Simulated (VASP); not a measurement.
# NiO2 (P-3m1) in VASP: relaxation of shape and atoms at fixed volume with PBEsol

Aim: the relaxation of shape and atoms at fixed volume of NiO2 with PBEsol.

Program: VASP 6.6.1. These are calculated values, not measurements. Logs are shortened: lines on timing, memory, paths and dates and some standing lists are left out, and cuts for length are marked.

### Step 1. The cell of the first run

Symmetry: P-3m1, No. 164, trigonal system. The conventional cell has a = 2.811 Å, b = 2.811 Å, c = 5.074 Å, α = 90.00°, β = 90.00°, γ = 120.00°. Within 2.5 Å of Ni (site symmetry -3m) lie 6 O at 1.88 Å. O (site symmetry 3m) has 3 Ni at 1.88 Å and 3 O at 2.49 Å within 2.5 Å.

### Step 2. Relaxation of shape and atoms at fixed volume, PBEsol (11.58 Å³/atom)

The input, INCAR:

```
SYSTEM = NiO2
PREC = Accurate
ENCUT = 600
EDIFF = 1E-6
ISMEAR = 0
SIGMA = 0.02
LREAL = .False.
LASPH = .True.
NELM = 80
ALGO = Normal
ISIF = 4
LWAVE = .False.
LCHARG = .False.
GGA = PS
IBRION = 2
NSW = 50
EDIFFG = -0.01
```

The input, KPOINTS:

```
regular mesh
0
Gamma
  12 12 6
  0 0 0
```

The input, POSCAR:

```
NiO2
1.0
    2.8112162704      0.0000000000      0.0000000000
   -1.4056081352      2.4345847057      0.0000000000
    0.0000000000      0.0000000000      5.0739126780
Ni O
1 2
Direct
    0.0000000000      0.0000000000      0.5000000000
    0.6666666667      0.3333333333      0.6856630810
    0.3333333333      0.6666666667      0.3143369190
```

Potentials or basis: VASP PAW PBE potentials, release 64 (Ni, O).

Launch:

```bash
$ cat potpaw_PBE.64/Ni/POTCAR potpaw_PBE.64/O/POTCAR > POTCAR
$ mpirun -np 1 vasp_std > vasp.out
```

OUTCAR:

```text
SYSTEM = NiO2
   PREC = Accurate
   ENCUT = 600
   EDIFF = 1E-6
   ISMEAR = 0
   LREAL = .False.
   LASPH = .True.
   NELM = 80
   ISIF = 4
   GGA = PS
   IBRION = 2
   NSW = 50
   EDIFFG = -0.01

 ion  position               nearest neighbor table
   1  0.000  0.000  0.500-   2 1.88   3 1.88   2 1.88   3 1.88   2 1.88   3 1.88
   2  0.667  0.333  0.686-   1 1.88   1 1.88   1 1.88
   3  0.333  0.667  0.314-   1 1.88   1 1.88   1 1.88

  LATTYP: Found a hexagonal cell.
 ALAT       =     2.8112162704
 C/A-ratio  =     1.8048816562

  Lattice vectors:

 A1 = (   2.8112162704,   0.0000000000,   0.0000000000)
 A2 = (  -1.4056081352,   2.4345847057,   0.0000000000)
 A3 = (   0.0000000000,   0.0000000000,   5.0739126780)

Analysis of symmetry for initial positions (statically):
=====================================================================
 Subroutine PRICEL returns:
 Original cell was already a primitive cell.

 Routine SETGRP: Setting up the symmetry group for a
 hexagonal supercell.

 Subroutine GETGRP returns: Found 12 space group operations
 (whereof 12 operations were pure point group operations)
 out of a pool of 24 trial point group operations.

The static configuration has the point symmetry D_3d.

Analysis of symmetry for dynamics (positions and initial velocities):
=====================================================================
 Subroutine PRICEL returns:
 Original cell was already a primitive cell.

 Routine SETGRP: Setting up the symmetry group for a
 hexagonal supercell.

 Subroutine GETGRP returns: Found 12 space group operations
 (whereof 12 operations were pure point group operations)
 out of a pool of 24 trial point group operations.

The dynamic configuration has the point symmetry D_3d.

 Subroutine INISYM returns: Found 12 space group operations
 (whereof 12 operations are pure point group operations),
 and found     1 'primitive' translations

----------------------------------------------------------------------------------------

                                     Primitive cell

  volume of cell :      34.7266

  direct lattice vectors                    reciprocal lattice vectors
     2.811216270  0.000000000  0.000000000     0.355717918  0.205373836  0.000000000
    -1.405608135  2.434584706  0.000000000     0.000000000  0.410747672  0.000000000
     0.000000000  0.000000000  5.073912678     0.000000000  0.000000000  0.197086561

  length of vectors
     2.811216270  2.811216270  5.073912678     0.410747672  0.410747672  0.197086561

  position of ions in fractional coordinates (direct lattice)
     0.000000000  0.000000000  0.500000000
     0.666666667  0.333333333  0.685663081
     0.333333333  0.666666667  0.314336919

  ion indices of the primitive-cell ions
   primitive index   ion index
                 1           1
                 2           2
                 3           3

----------------------------------------------------------------------------------------

 KPOINTS: regular mesh

Automatic generation of k-mesh.
 Grid dimensions read from file:
 generate k-points for:   12   12    6

 Generating k-lattice:

  Cartesian coordinates                     Fractional coordinates (reciprocal lattice)
     0.029643160  0.017114486  0.000000000     0.083333333  0.000000000  0.000000000
     0.000000000  0.034228973  0.000000000     0.000000000  0.083333333  0.000000000
     0.000000000  0.000000000  0.032847760     0.000000000  0.000000000  0.166666667

  Length of vectors
     0.034228973  0.034228973  0.032847760

  Shift w.r.t. Gamma in fractional coordinates (k-lattice)
     0.000000000  0.000000000  0.000000000

 Subroutine IBZKPT returns following result:
 ===========================================

 Found    100 irreducible k-points:

 Following reciprocal coordinates:
            Coordinates               Weight
  0.000000  0.000000  0.000000      1.000000
  0.083333 -0.000000  0.000000      6.000000
  0.166667  0.000000  0.000000      6.000000
  0.250000  0.000000  0.000000      6.000000
  0.333333 -0.000000  0.000000      6.000000
  0.416667 -0.000000  0.000000      6.000000
[... 16 lines left out ...]
  0.166667  0.000000  0.166667      6.000000
  0.000000  0.166667  0.166667      6.000000
 [... further k-points ...]
   k-points           NKPTS =    100   k-points in BZ     NKDIM =    100   number of bands    NBANDS=     15
   number of dos      NEDOS =    301   number of ions     NIONS =      3
   total plane-waves  NPLWV =  24192
   dimension x,y,z NGX =    24 NGY =   24 NGZ =   42
   dimension x,y,z NGXF=    48 NGYF=   48 NGZF=   84
   ions per type =               1   2
   NGX,Y,Z   is equivalent  to a cutoff of  14.19, 14.19, 13.76 a.u.
   NGXF,Y,Z  is equivalent  to a cutoff of  28.39, 28.39, 27.52 a.u.
 SYSTEM =  NiO2
   PREC   = accura    normal or accurate (medium, high low for compatibility)
   ISTART =      0    job   : 0-new  1-cont  2-samecut
   ICHARG =      2    charge: 1-file 2-atom 10-const
   ISPIN  =      1    spin polarized calculation?
   LNONCOLLINEAR =      F non collinear calculations
   LSORBIT =      F    spin-orbit coupling
   LASPH  =      T    aspherical Exc in radial PAW
   ENCUT  =  600.0 eV  44.10 Ry    6.64 a.u.   5.61  5.61 10.13*2*pi/ulx,y,z
   NELM   =     80;   NELMIN=  2; NELMDL= -5     # of ELM steps
   EDIFF  = 0.1E-05   stopping-criterion for ELM
   LREAL  =      F    real-space projection
   EDIFFG = -.1E-01   stopping-criterion for IOM
   NSW    =     50    number of steps for IOM
   IBRION =      2    ionic relax: 0-MD 1-quasi-New 2-CG
   NFREE  =      1    steps in history (QN), initial steepest desc. (CG)
   ISIF   =      4    stress and relaxation
   ISYM   =      2    0-nonsym 1-usesym 2-fastsym
   POTIM  = 0.5000    time-step for ionic-motion
   TEBEG  =    0.0;   TEEND  =   0.0 temperature during run
   PSTRESS=    0.0 pullay stress
   NELECT =      22.0000    total number of electrons
   NUPDOWN=      -1.0000    fix difference up-down
   EMIN   =  10.00;   EMAX   =-10.00  energy-range for DOS
   EFERMI =   0.00;   METHOD = LEGACY
   ISMEAR =     0;   SIGMA  =   0.02  broadening in eV -4-tet -1-fermi 0-gaus
   EFERMI_NEDOS =   21; number of points for ismear=-14 and -15
   IALGO  =     38    algorithm
   IMIX   =      4    mixing-type and parameters
     AMIX     =   0.40;   BMIX     =  1.00
     AMIX_MAG =   1.60;   BMIX_MAG =  1.00
  volume/ion in A,a.u.               =      11.58        78.12
  Fermi-wavevector in a.u.,A,eV,Ry     =   1.406031  2.657014 26.897687  1.976924
  Thomas-Fermi vector in A             =   2.528433
   LORBIT       =      0    0 simple, 1 ext, 2 COOP (PROOUT), +10 PAW based schemes
   GGA     = PS    functional components
   LHFCALC =     F    Hartree Fock is set to
   AEXX    =    0.0000 exact exchange contribution
   IVDW    =     0    specifies the selected vdW correction
   LEPSILON=     F    determine dielectric tensor
   LRPA    =     F    only Hartree local field effects (RPA)
 conjugate gradient relaxation of ions
 non-spin polarized calculation
 Gauss-broadening in eV      SIGMA  =   0.02
  energy-cutoff  :      600.00
  volume of cell :       34.73
 maximum number of plane-waves:      1178
 NGX is ok and might be reduce to    24
   NGX = 11   NGY = 11   NGZ = 21

--------------------------------------- Ionic step        1  -------------------------------------------

 number of electron      22.0000020 magnetization

 Free energy of the ion-electron system (eV)
  ---------------------------------------------------
  ext. energy  EPLUGINS =         0.00000000
  ---------------------------------------------------
  free energy    TOTEN  =       -18.75309969 eV

  energy without entropy =      -18.75309969  energy(sigma->0) =      -18.75309969

------------------------ aborting loop because EDIFF is reached ----------------------------------------

  FORCE on cell =-STRESS in cart. coord.  units (eV):
  Direction    XX          YY          ZZ          XY          YZ          ZX
  --------------------------------------------------------------------------------------
  -------------------------------------------------------------------------------------
  Total       -1.1177600     -1.1177600     -0.6960074      0.0000000     -0.0000000      0.0000000
  in kB      -51.5699857    -51.5699857    -32.1116255      0.0000000     -0.0000000      0.0000000
  external PRESSURE =     -45.0838657 kB  Pullay stress =       0.0000000 kB
[... 133 lines left out ...]
  energy  without entropy=      -18.7639944327  energy(sigma->0) =      -18.76399443

--------------------------------------- Ionic step        5  -------------------------------------------

 number of electron      22.0000004 magnetization

 Free energy of the ion-electron system (eV)
  ---------------------------------------------------
  ext. energy  EPLUGINS =         0.00000000
  ---------------------------------------------------
  free energy    TOTEN  =       -18.76438162 eV

  energy without entropy =      -18.76438162  energy(sigma->0) =      -18.76438162

 E-fermi :   1.6768     XC(G=0): -10.1499

 val. band max:        1.5230267398   @ k =   0.0833   0.0833   0.5000
 cond. band min:       2.6092246209   @ k =   0.2500   0.0000   0.3333
 fundamental gap:      1.0861978811
 Fermi energy:         1.6767744093

 k-point     1 :       0.0000    0.0000    0.0000
  band No.  band energies     occupation
      1     -18.0757      2.00000
      2     -15.5881      2.00000
      3      -4.0675      2.00000
      4      -4.0624      2.00000
      5      -4.0624      2.00000
      6      -0.5892      2.00000
      7      -0.5892      2.00000
      8       0.4832      2.00000
      9       0.5026      2.00000
     10       0.5026      2.00000
     11       1.2712      2.00000
     12       3.8545      0.00000
     13       3.8545      0.00000
     14       9.0043      0.00000
     15      12.5740      0.00000
[... 397 lines left out ...]
 k-point    24 :       0.0000    0.1667    0.1667
  band No.  band energies     occupation
      1     -17.7062      2.00000
      2     -15.6225      2.00000
      3      -4.2116      2.00000
      4      -3.8414      2.00000
      5      -3.6271      2.00000
      6      -1.6762      2.00000
      7      -1.1418      2.00000
      8       0.1764      2.00000
      9       0.7760      2.00000
     10       0.7982      2.00000
     11       1.3737      2.00000
     12       3.1088      0.00000
     13       3.6934      0.00000
     14      10.2373      0.00000
     15      13.4831      0.00000

 [... further k-points ...]

------------------------ aborting loop because EDIFF is reached ----------------------------------------

  FORCE on cell =-STRESS in cart. coord.  units (eV):
  Direction    XX          YY          ZZ          XY          YZ          ZX
  --------------------------------------------------------------------------------------
  -------------------------------------------------------------------------------------
  Total       -0.0616704     -0.0616704     -0.0793174      0.0000000      0.0000000      0.0000000
  in kB       -2.8452793     -2.8452793     -3.6594588      0.0000000      0.0000000      0.0000000
  external PRESSURE =      -3.1166725 kB  Pullay stress =       0.0000000 kB
[... 18 lines left out ...]
  FREE ENERGIE OF THE ION-ELECTRON SYSTEM (eV)
  ---------------------------------------------------
  free  energy   TOTEN  =       -18.7643816227 eV

  energy  without entropy=      -18.7643816227  energy(sigma->0) =      -18.76438162

 reached required accuracy - stopping structural energy minimisation
```

It took 3 min on 1 thread of Intel Xeon 8259CL, shared host; peak memory 0.21 GiB.

What came out:

```
Free energy               : -18.7644 eV
Energy gained by relaxing : 3.8 meV/atom
Ionic steps               : 5
Pressure after relaxing   : -0.3 GPa
Band gap on the k mesh    : 1.09 eV (least direct gap 1.32 eV)
```

Step by step:
```
step  energy change (eV)  largest force (eV/Å)  pressure (GPa)  volume (Å³)
   1              0.0000                0.3351           -4.51        34.73
   2             -0.0084                0.0648           -2.27        34.73
   3             -0.0093                0.0570           -1.16        34.73
   4             -0.0109                0.0259           -0.69        34.73
   5             -0.0113                0.0008           -0.31        34.73
```

Final structure:
```
CELL_PARAMETERS angstrom
2.78769 0.00000 0.00000
-1.39384 2.41421 0.00000
0.00000 0.00000 5.15992
ATOMIC_POSITIONS crystal
Ni 0.00000 0.00000 0.50000
O 0.66667 0.33333 0.68115
O 0.33333 0.66667 0.31885
```

Levels at points of the mesh, in eV from the valence-band top:
| k point | band 8 | band 9 | band 10 | band 11 | band 12 | band 13 | band 14 | band 15 |
| --- | --- | --- | --- | --- | --- | --- | --- | --- |
| (0.00, 0.00, 0.00) | -1.04 | -1.02 | -1.02 | -0.25 | 2.33 | 2.33 | 7.48 | 11.05 |
| (0.50, 0.00, 0.00) | -1.89 | -1.72 | -1.63 | -0.99 | 1.67 | 2.23 | 12.45 | 13.33 |
| (0.00, 0.00, 0.50) | -1.67 | -1.03 | -1.03 | -0.08 | 2.34 | 2.34 | 9.24 | 9.59 |
| (0.50, 0.00, 0.50) | -1.72 | -1.67 | -1.64 | -1.02 | 1.66 | 2.21 | 11.89 | 12.82 |

Caveat: the PAW data sets were made with another functional, which shifts forces and pressure a little.
